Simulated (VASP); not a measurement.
A run of VASP 6.6.1 is set up as follows.

The input INCAR:

```
PREC = Accurate
ENCUT = 500
EDIFF = 1E-6
ISMEAR = 0
SIGMA = 0.3
LREAL = False
LASPH = True
NELM = 120
ALGO = Normal
ISIF = 2
LWAVE = False
LCHARG = False
GGA = LIBXC
LIBXC1 = LDA_X
LIBXC2 = GGA_C_PBE
NBANDS = 16
GGA_COMPAT = False
```

File KPOINTS:

```
regular mesh
0
Gamma
  2 2 2
```

The input POSCAR:

```
AgI
1.0
    0.0000000000      3.2365000000      3.2365000000
    3.2365000000      0.0000000000      3.2365000000
    3.2365000000      3.2365000000      0.0000000000
Ag I
1 1
Direct
    0.0000000000      0.0000000000      0.0000000000
    0.2500000000      0.2500000000      0.2500000000
```

Potentials or basis: VASP PAW PBE potentials, release 64 (Ag, I).

Launch:

```bash
$ cat potpaw_PBE.64/Ag/POTCAR potpaw_PBE.64/I/POTCAR > POTCAR
$ mpirun -np 1 vasp_std > vasp.out
```

Question: Estimate the band gap on the k mesh.

Answer: 0.82 eV.

Question: Predict the pressure.

Answer: -3.5 GPa.

Caveat: the k points lie up to 0.84 Å⁻¹ apart, too coarse for converged energies, forces and pressures; so wide a smearing shifts energies and pressures; the PAW data sets were made with another functional, which shifts forces and pressure a little; spin-orbit coupling is left out, which moves the levels of the heavy elements.
